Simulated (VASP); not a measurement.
# W (R-3m) in VASP: further runs

The runs below take W through single point, with LDA.

All numbers are computed with VASP 6.6.1; they aren't measurements. Logs are shortened: lines on timing, memory, paths and dates and some standing lists are left out, and cuts for length are marked.

## Step 1: The cell of the first run

Symmetry: R-3m, No. 166, trigonal system. Conventional cell: a = 3.493 Å, b = 3.493 Å, c = 4.729 Å, α = 90.00°, β = 90.00°, γ = 120.00°. W (site symmetry -3m) has 12 W at 2.56 to 3.49 Å within 3.5 Å.

## Step 2: Single point, LDA (16.66 Å³/atom)

Input file INCAR:

```
PREC = Accurate
ENCUT = 520
EDIFF = 1E-6
ISMEAR = 0
SIGMA = 0.15
LREAL = False
LASPH = True
NELM = 100
ALGO = Fast
ISIF = 2
LWAVE = False
LCHARG = False
GGA = CA
NBANDS = 13
```

Input file KPOINTS:

```
regular mesh
0
Gamma
  22 22 22
```

Input file POSCAR:

```
W
1.0
   -0.7363895428      1.7334730861      1.7334730861
    1.7334730861     -0.7363895428      1.7334730861
    1.7334730861      1.7334730861     -0.7363895428
W
1
Direct
    0.0000000000      0.0000000000      0.0000000000
```

Potentials or basis: VASP PAW LDA potentials, release 64 (W_sv).

The run is started by

```bash
$ cat potpaw_LDA.64/W_sv/POTCAR > POTCAR
$ mpirun -np 1 vasp_std > vasp.out
```

OUTCAR:

```text
PREC = Accurate
   ENCUT = 520
   EDIFF = 1E-6
   ISMEAR = 0
   LREAL = False
   LASPH = True
   NELM = 100
   ISIF = 2
   GGA = CA

 ion  position               nearest neighbor table
   1  0.000  0.000  0.000-

  LATTYP: Found a trigonal (rhomboedric) cell.
 ALAT       =     2.5597123743
 COS(alpha) =     0.0689708858

  Lattice vectors:

 A1 = (  -0.7363895428,   1.7334730861,   1.7334730861)
 A2 = (   1.7334730861,  -0.7363895428,   1.7334730861)
 A3 = (   1.7334730861,   1.7334730861,  -0.7363895428)

Analysis of symmetry for initial positions (statically):
=====================================================================
 Subroutine PRICEL returns:
 Original cell was already a primitive cell.

 Routine SETGRP: Setting up the symmetry group for a
 trigonal (rhombohedral) supercell.

 Subroutine GETGRP returns: Found 12 space group operations
 (whereof 12 operations were pure point group operations)
 out of a pool of 12 trial point group operations.

The static configuration has the point symmetry D_3d.

Analysis of symmetry for dynamics (positions and initial velocities):
=====================================================================
 Subroutine PRICEL returns:
 Original cell was already a primitive cell.

 Routine SETGRP: Setting up the symmetry group for a
 trigonal (rhombohedral) supercell.

 Subroutine GETGRP returns: Found 12 space group operations
 (whereof 12 operations were pure point group operations)
 out of a pool of 12 trial point group operations.

The dynamic configuration has the point symmetry D_3d.

 Subroutine INISYM returns: Found 12 space group operations
 (whereof 12 operations are pure point group operations),
 and found     1 'primitive' translations

----------------------------------------------------------------------------------------

                                     Primitive cell

  volume of cell :      16.6570

  direct lattice vectors                    reciprocal lattice vectors
    -0.736389543  1.733473086  1.733473086    -0.147845313  0.257035504  0.257035504
     1.733473086 -0.736389543  1.733473086     0.257035504 -0.147845313  0.257035504
     1.733473086  1.733473086 -0.736389543     0.257035504  0.257035504 -0.147845313

  length of vectors
     2.559712374  2.559712374  2.559712374     0.392419084  0.392419084  0.392419084

  position of ions in fractional coordinates (direct lattice)
     0.000000000  0.000000000  0.000000000

  ion indices of the primitive-cell ions
   primitive index   ion index
                 1           1

----------------------------------------------------------------------------------------

 KPOINTS: regular mesh

Automatic generation of k-mesh.
 Grid dimensions read from file:
 generate k-points for:   22   22   22

 Generating k-lattice:

  Cartesian coordinates                     Fractional coordinates (reciprocal lattice)
    -0.006720242  0.011683432  0.011683432     0.045454545  0.000000000  0.000000000
     0.011683432 -0.006720242  0.011683432     0.000000000  0.045454545  0.000000000
     0.011683432  0.011683432 -0.006720242     0.000000000  0.000000000  0.045454545

  Length of vectors
     0.017837231  0.017837231  0.017837231

  Shift w.r.t. Gamma in fractional coordinates (k-lattice)
     0.000000000  0.000000000  0.000000000

 Subroutine IBZKPT returns following result:
 ===========================================

 Found   1024 irreducible k-points:

 Following reciprocal coordinates:
            Coordinates               Weight
  0.000000  0.000000  0.000000      1.000000
  0.045455  0.000000  0.000000      6.000000
  0.090909  0.000000  0.000000      6.000000
  0.136364  0.000000  0.000000      6.000000
  0.181818  0.000000  0.000000      6.000000
  0.227273  0.000000  0.000000      6.000000
[... 16 lines left out ...]
  0.500000  0.045455  0.000000     12.000000
 -0.454545  0.045455 -0.000000     12.000000
 [... further k-points ...]
   k-points           NKPTS =   1024   k-points in BZ     NKDIM =   1024   number of bands    NBANDS=     13
   number of dos      NEDOS =    301   number of ions     NIONS =      1
   total plane-waves  NPLWV =   8000
   dimension x,y,z NGX =    20 NGY =   20 NGZ =   20
   dimension x,y,z NGXF=    40 NGYF=   40 NGZF=   40
   ions per type =               1
   NGX,Y,Z   is equivalent  to a cutoff of  12.99, 12.99, 12.99 a.u.
   NGXF,Y,Z  is equivalent  to a cutoff of  25.98, 25.98, 25.98 a.u.
 SYSTEM =  unknown system
   PREC   = accura    normal or accurate (medium, high low for compatibility)
   ISTART =      0    job   : 0-new  1-cont  2-samecut
   ICHARG =      2    charge: 1-file 2-atom 10-const
   ISPIN  =      1    spin polarized calculation?
   LNONCOLLINEAR =      F non collinear calculations
   LSORBIT =      F    spin-orbit coupling
   LASPH  =      T    aspherical Exc in radial PAW
   ENCUT  =  520.0 eV  38.22 Ry    6.18 a.u.   4.76  4.76  4.76*2*pi/ulx,y,z
   NELM   =    100;   NELMIN=  2; NELMDL= -5     # of ELM steps
   EDIFF  = 0.1E-05   stopping-criterion for ELM
   LREAL  =      F    real-space projection
   EDIFFG = 0.1E-04   stopping-criterion for IOM
   NSW    =      0    number of steps for IOM
   IBRION =     -1    ionic relax: 0-MD 1-quasi-New 2-CG
   NFREE  =      0    steps in history (QN), initial steepest desc. (CG)
   ISIF   =      2    stress and relaxation
   ISYM   =      2    0-nonsym 1-usesym 2-fastsym
   POTIM  = 0.5000    time-step for ionic-motion
   TEBEG  =    0.0;   TEEND  =   0.0 temperature during run
   PSTRESS=    0.0 pullay stress
   NELECT =      14.0000    total number of electrons
   NUPDOWN=      -1.0000    fix difference up-down
   EMIN   =  10.00;   EMAX   =-10.00  energy-range for DOS
   EFERMI =   0.00;   METHOD = LEGACY
   ISMEAR =     0;   SIGMA  =   0.15  broadening in eV -4-tet -1-fermi 0-gaus
   EFERMI_NEDOS =   21; number of points for ismear=-14 and -15
   IALGO  =     68    algorithm
   IMIX   =      4    mixing-type and parameters
     AMIX     =   0.40;   BMIX     =  1.00
     AMIX_MAG =   1.60;   BMIX_MAG =  1.00
  volume/ion in A,a.u.               =      16.66       112.41
  Fermi-wavevector in a.u.,A,eV,Ry     =   1.544965  2.919560 32.475966  2.386916
  Thomas-Fermi vector in A             =   2.650411
   LORBIT       =      0    0 simple, 1 ext, 2 COOP (PROOUT), +10 PAW based schemes
   GGA     = CA    functional components
   LHFCALC =     F    Hartree Fock is set to
   AEXX    =    0.0000 exact exchange contribution
   IVDW    =     0    specifies the selected vdW correction
   LEPSILON=     F    determine dielectric tensor
   LRPA    =     F    only Hartree local field effects (RPA)
 non-spin polarized calculation
 RMM-DIIS sequential band-by-band and
 Gauss-broadening in eV      SIGMA  =   0.15
  energy-cutoff  :      520.00
  volume of cell :       16.66
 maximum number of plane-waves:       463
   NGX =  9   NGY =  9   NGZ =  9

 number of electron      13.9999999 magnetization

 Free energy of the ion-electron system (eV)
  ---------------------------------------------------
  ext. energy  EPLUGINS =         0.00000000
  ---------------------------------------------------
  free energy    TOTEN  =       -12.69609259 eV

  energy without entropy =      -12.68691887  energy(sigma->0) =      -12.69150573

 E-fermi :  10.5304     XC(G=0): -13.4079

 val. band max:       10.5223879205   @ k =  -0.2727   0.4545   0.1818
 cond. band min:      10.5334559116   @ k =   0.4091   0.3636   0.2273
 fundamental gap:      0.0110679911
 Fermi energy:        10.5303701613

 k-point     1 :       0.0000    0.0000    0.0000
  band No.  band energies     occupation
      1     -63.1258      2.00000
      2     -26.8787      2.00000
      3     -26.8787      2.00000
      4     -26.7283      2.00000
      5       1.5187      2.00000
      6       5.7505      2.00000
      7       5.7505      2.00000
      8      15.5242      0.00000
      9      15.5242      0.00000
     10      15.7546      0.00000
     11      24.9689      0.00000
     12      26.4841      0.00000
     13      26.4841      0.00000

 k-point     2 :       0.0455    0.0000    0.0000
  band No.  band energies     occupation
      1     -63.1229      2.00000
      2     -26.9040      2.00000
      3     -26.8756      2.00000
      4     -26.7378      2.00000
      5       1.5948      2.00000
      6       5.7694      2.00000
      7       5.8319      2.00000
      8      15.3921      0.00000
      9      15.4668      0.00000
     10      15.6902      0.00000
     11      25.0030      0.00000
     12      26.2224      0.00000
     13      26.6771      0.00000

 k-point     3 :       0.0909    0.0000    0.0000
  band No.  band energies     occupation
      1     -63.1146      2.00000
      2     -26.9943      2.00000
      3     -26.8667      2.00000
      4     -26.7478      2.00000
      5       1.8141      2.00000
      6       5.8250      2.00000
      7       6.0760      2.00000
      8      15.0291      0.00000
      9      15.1690      0.00000
     10      15.6564      0.00000
     11      24.6436      0.00000
     12      26.0779      0.00000
     13      27.2183      0.00000
[... 305 lines left out ...]
 k-point    23 :       0.5000    0.0455    0.0000
  band No.  band energies     occupation
      1     -62.9810      2.00000
      2     -28.5069      2.00000
      3     -26.7451      2.00000
      4     -26.6447      2.00000
      5       5.2254      2.00000
      6       6.8206      2.00000
      7       9.5813      2.00000
      8      11.5520      0.00000
      9      11.9365      0.00000
     10      15.9164      0.00000
     11      20.9702      0.00000
     12      24.8476      0.00000
     13      29.2974      0.00000

 k-point    24 :      -0.4545    0.0455   -0.0000
  band No.  band energies     occupation
      1     -62.9839      2.00000
      2     -28.4767      2.00000
      3     -26.7489      2.00000
      4     -26.6480      2.00000
      5       5.1385      2.00000
      6       6.7951      2.00000
      7       9.6688      2.00000
      8      11.6420      0.00000
      9      11.8649      0.00000
     10      15.8979      0.00000
     11      20.7946      0.00000
     12      24.9190      0.00000
     13      29.3073      0.00000

 [... further k-points ...]

------------------------ aborting loop because EDIFF is reached ----------------------------------------

  FORCE on cell =-STRESS in cart. coord.  units (eV):
  Direction    XX          YY          ZZ          XY          YZ          ZX
  --------------------------------------------------------------------------------------
  -------------------------------------------------------------------------------------
  Total        1.2664543      1.2664543      1.2664543      0.8072484      0.8072484      0.8072484
  in kB      121.8157154    121.8157154    121.8157154     77.6463433     77.6463433     77.6463433
  external PRESSURE =     121.8157154 kB  Pullay stress =       0.0000000 kB

 VOLUME and BASIS-vectors are now :
 -----------------------------------------------------------------------------
  energy-cutoff  :      520.00
  volume of cell :       16.66
      direct lattice vectors                 reciprocal lattice vectors
    -0.736389543  1.733473086  1.733473086    -0.147845313  0.257035504  0.257035504
     1.733473086 -0.736389543  1.733473086     0.257035504 -0.147845313  0.257035504
     1.733473086  1.733473086 -0.736389543     0.257035504  0.257035504 -0.147845313

 POSITION                                       TOTAL-FORCE (eV/Angst)
 -----------------------------------------------------------------------------------
      0.00000      0.00000      0.00000         0.000000      0.000000      0.000000
 -----------------------------------------------------------------------------------
    total drift:                               -0.000000     -0.000000     -0.000000

  FREE ENERGIE OF THE ION-ELECTRON SYSTEM (eV)
  ---------------------------------------------------
  free  energy   TOTEN  =       -12.6960925950 eV

  energy  without entropy=      -12.6869188749  energy(sigma->0) =      -12.69150573
```

Run time: 94 s. Hardware: 1 thread of AMD EPYC 9R45 (Zen 5), shared host; peak memory 0.26 GiB.

What came out:

```
Free energy            : -12.6961 eV
Pressure               : 12.2 GPa
Band gap on the k mesh : zero (bands 7 and 8 overlap by 2.98 eV)
```

Stress tensor (GPa, compression positive):
```
12.18  7.76  7.76
 7.76 12.18  7.76
 7.76  7.76 12.18
```

Levels at points of the mesh, in eV from the Fermi level:
```csv
k point,band 4,band 5,band 6,band 7,band 8,band 9,band 10,band 11
"(0.00, 0.00, 0.00)",-37.26,-9.01,-4.78,-4.78,4.99,4.99,5.22,14.44
"(0.50, 0.00, 0.00)",-37.16,-5.40,-3.78,-0.59,0.90,1.20,5.49,10.44
"(0.50, 0.50, 0.00)",-37.07,-6.30,-3.27,1.75,2.04,4.64,6.12,8.28
"(0.50, 0.50, 0.50)",-38.51,-5.08,-4.12,-4.12,7.07,8.55,8.55,11.32
```

Caveat: the cell stands under pressure; spin-orbit coupling is left out, which moves the levels of the heavy elements.

(Continued in part 2 of 2.)
